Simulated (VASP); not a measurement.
# Te2Mo: single point with PBE

The system is Te2Mo, a slab with vacuum.

```xyz
3
Lattice="3.5602 0.0000 0.0000 -1.7801 3.0833 0.0000 0.0000 0.0000 17.5241" Properties=species:S:1:pos:R:3 pbc="T T T"
Te   -0.0036    2.0553   15.6892
Te    0.0000    2.0555    1.7900
Mo    0.0000    0.0000    0.0000
```

This cell differs from its parent crystal: one atom moved.

```
Program                : VASP 6.6.1
Task                   : single point
Functional             : PBE
Potentials or basis    : VASP PAW PBE potentials, release 64 (Te, Mo_sv)
Cutoff                 : 520 eV
k mesh                 : 9 × 9 × 2
Occupations            : gaussian, width 0.02 eV
Spin                   : no spin polarisation
Dipole correction      : no
Further INCAR settings : ALGO = Normal; EDIFF = 1e-06; NBANDS = 20
```

```
Largest force          : 0.458 eV/Å
Band gap on the k mesh : 1.07 eV
```

Forces in eV/Å, atoms in the order of the input:
```
Te   0.022  0.001  0.293
Te   0.001  0.000  0.164
Mo  -0.023 -0.001 -0.457
```

Levels at points of the mesh, in eV from the valence-band top:
```tsv
k point	band 11	band 12	band 13	band 14	band 15	band 16
(0.00, 0.00, 0.00)	-0.87	-0.86	-0.44	3.01	3.02	3.30
(0.00, 0.00, 0.50)	-0.87	-0.86	-0.44	3.01	3.02	3.30
```

It took 3.6 min on 1 thread of Intel(R) Xeon(R) 6975P-C (Granite Rapids), on a shared host, peak memory 0.53 GiB.

Caveat: the cell differs from its parent crystal (one atom moved); there is no dipole correction, which matters where the two faces differ; spin-orbit coupling is left out, which moves the levels of the heavy elements.
